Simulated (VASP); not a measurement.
Here is a VASP 6.6.1 calculation.

File INCAR:

```
PREC = Accurate
ENCUT = 520
EDIFF = 1E-8
ISMEAR = 0
SIGMA = 0.1
LREAL = F
LASPH = T
NELM = 100
ALGO = Normal
ISIF = 2
LWAVE = F
LCHARG = F
IBRION = 8
NSW = 1
```

File KPOINTS:

```
regular mesh
0
Gamma
  16 16 10
```

File POSCAR:

```
Hf
1.0
    2.9716433508      0.0000000000      0.0000000000
   -1.4858216754      2.5735186328      0.0000000000
    0.0000000000      0.0000000000      4.7674253911
Hf
2
Direct
    0.3333333333      0.6666666667      0.2500000000
    0.6666666667      0.3333333333      0.7500000000
```

Potentials or basis: VASP PAW LDA potentials, release 64 (Hf_pv).

Run with:

```bash
$ cat potpaw_LDA.64/Hf_pv/POTCAR > POTCAR
$ mpirun -np 1 vasp_std > vasp.out
```

(1) Estimate the highest phonon frequency at Γ.

Answers

(1) 166 cm⁻¹.

Caveat: the cell stands under pressure or tension, which shifts response properties.
